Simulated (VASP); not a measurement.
Input of a VASP 6.6.1 run:

INCAR

```
ALGO = Normal ; EDIFF = 1E-6
ENCUT = 750 ; GGA = PE
GGA_COMPAT = False ; ISIF = 2
ISMEAR = 0 ; LASPH = True
LCHARG = False ; LREAL = False
LWAVE = False ; NBANDS = 13
NELM = 120 ; PREC = Accurate
SIGMA = 0.02
```

The input KPOINTS:

```
k-points
0
Gamma
  8 8 8
```

File POSCAR:

```
Li2O
1.0
    1.6357418832      0.9443960166      2.6711762093
   -1.6357418832      0.9443960166      2.6711762093
    0.0000000000     -1.8887920332      2.6711762093
Li O
2 1
Direct
    0.7500015884      0.7500015884      0.7500015884
    0.2499984116      0.2499984116      0.2499984116
    0.0000000000      0.0000000000      0.0000000000
```

Potentials or basis: VASP PAW PBE potentials, release 64 (Li_sv, O).

Command:

```console
$ cat potpaw_PBE.64/Li_sv/POTCAR potpaw_PBE.64/O/POTCAR > POTCAR
$ mpirun -np 1 vasp_std > vasp.out
```

(1) Estimate the band gap on the k mesh.

(2) Estimate the pressure.

Results:

(1) 4.97 eV, indirect (least direct gap 5.23 eV).

(2) -0.4 GPa.
